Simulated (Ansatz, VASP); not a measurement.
One calculation of TaN, two programs

File INCAR:

```
SYSTEM = TaN
PREC = Accurate
ENCUT = 600
EDIFF = 1E-6
ISMEAR = -1
SIGMA = 0.01
LREAL = .False.
LASPH = .True.
NELM = 120
ALGO = Normal
ISIF = 2
LWAVE = .False.
LCHARG = .False.
GGA = PS
NBANDS = 24
GGA_COMPAT = .False.
```

File KPOINTS:

```
regular mesh
0
Gamma
  9 9 5
  0 0 0
```

Contents of POSCAR:

```
TaN
1.0
    3.0480019786      0.0000000000      0.0000000000
   -1.5240009893      2.6396471442      0.0000000000
    0.0000000000      0.0000000000      4.8196400000
Ta N
2 2
Direct
    0.0000000000      0.0000000000      0.0000000000
    0.0000000000      0.0000000000      0.5000000000
    0.3333333333      0.6666666667      0.2500000000
    0.6666666667      0.3333333333      0.7500000000
```

Input for Ansatz:

```yaml
crystal:
  lattice:
    - [3.0480019786, 0.0, 0.0]
    - [-1.5240009893, 2.6396471442, 0.0]
    - [0.0, 0.0, 4.81964]
  atoms:
    - { symbol: Ta, position: [0.0, 0.0, 0.0] }
    - { symbol: Ta, position: [0.0, 0.0, 0.5] }
    - { symbol: "N", position: [0.3333333333, 0.6666666667, 0.25] }
    - { symbol: "N", position: [0.6666666667, 0.3333333333, 0.75] }
kpoints:
  mp_grid: { grid: [9, 9, 5] }
  band_path:
    path:
      - [0.0, 0.0, 0.0]
      - [0.5, 0.0, 0.0]
      - [0.3333333333, 0.3333333333, 0.0]
      - [0.0, 0.0, 0.0]
      - [0.0, 0.0, 0.5]
      - [0.5, 0.0, 0.5]
      - [0.3333333333, 0.3333333333, 0.5]
      - [0.0, 0.0, 0.5]
      - [0.5, 0.0, 0.5]
    npoints: 5
scf:
  occupations: { method: fermi_dirac, width: 0.01 }
hamiltonian:
  xc: pbesol
  pseudopotentials: { kind: all_electron, lapw: { basis_error: 0.0005 } }
output:
  forces: true
  stress: true
  eigenvalues: true
```

Change from the starting cell: zz strain of -2 %.

Alike in both runs: task single point; functional PBEsol; k mesh 9 × 9 × 5; occupations fermi-dirac, width 0.01 eV; no spin polarisation.

```csv
,VASP,Ansatz
version,VASP 6.6.1,Ansatz 0.2.0
potentials or method,"VASP PAW PBE potentials, release 64 (Ta_pv, N), cutoff 600 eV","all-electron LAPW, scalar-relativistic"
```

```csv
,VASP,Ansatz,Ansatz less VASP
pressure (GPa),63.9,61.3,-2.53
"traceless stress, the component that is largest in VASP (GPa)",63.27,62.16,-1.109
```

VASP's potentials were made for PBE, not for PBEsol. Both programs put the cell under a high pressure, so it lies far from rest at this level. Ansatz ran all-electron here, and VASP with PAW potentials.

Neither program's run includes spin-orbit coupling. Noted on VASP's run: the cell as given lies far from equilibrium.
